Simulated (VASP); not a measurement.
# BaTiO3: single point with PBEsol

The system is BaTiO3.

```
Ba Ti O
1.0
     4.08457    0.00000    0.00000
     0.00000    4.08457    0.00000
     0.00000    0.00000    4.08457
Ba Ti O
1 1 3
Direct
  0.50000 0.50000 0.50000
  0.00000 0.00000 0.00000
  0.00000 0.00000 0.50000
  0.00000 0.50000 0.00000
  0.50000 0.00000 0.00000
```

| Property | Result |
| --- | --- |
| Program | VASP 6.6.1 |
| Task | single point |
| Functional | PBEsol |
| Potentials or basis | VASP PAW PBE potentials, release 64 (Ba_sv, Ti_sv, O) |
| Cutoff | 520 eV |
| k mesh | 7 × 7 × 7 |
| Occupations | fermi-dirac, width 0.05 eV |
| Spin | no spin polarisation |

```json
{"Pressure": "-11.2 GPa", "Band gap on the k mesh": "1.64 eV, indirect (least direct gap 1.78 eV)"}
```

Levels at points of the mesh, in eV from the valence-band top:
```csv
k point,band 16,band 17,band 18,band 19,band 20,band 21,band 22,band 23,band 24,band 25
"(0.00, 0.00, 0.00)",-0.96,-0.96,-0.14,-0.14,-0.14,1.64,1.64,1.64,3.59,3.59
```

Run time: 21 s on 1 thread of Intel(R) Xeon(R) 6975P-C (Granite Rapids), on a shared host, peak memory 0.19 GiB.

Caveat: the PAW data sets were made with another functional, which shifts forces and pressure a little; spin-orbit coupling is left out, which moves the levels of the heavy elements. A k mesh can miss the band edges.
